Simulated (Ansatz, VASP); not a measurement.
## Al in VASP and in Ansatz

```
CELL_PARAMETERS angstrom
0.00000 2.02065 2.02065
2.02065 0.00000 2.02065
2.02065 2.02065 0.00000
ATOMIC_POSITIONS crystal
Al 0.00000 0.00000 0.00000
```

Alike in both runs: task single point; functional PBE; k mesh 5 × 5 × 5; occupations fermi-dirac, width 0.1 eV; no spin polarisation.

```csv
,VASP,Ansatz
version,VASP 6.6.1,Ansatz 0.2.0
potentials or method,"VASP PAW PBE potentials, release 64 (Al), cutoff 500 eV","PAW, plane waves, scalar-relativistic"
valence electrons in the cell,3,3
```

Ansatz gave:

* pressure (GPa): 1.7

Problem. Which values does VASP return?

Solution. Pressure (GPa): 1.6.

The k mesh is coarse, so the values compare programs but aren't converged.
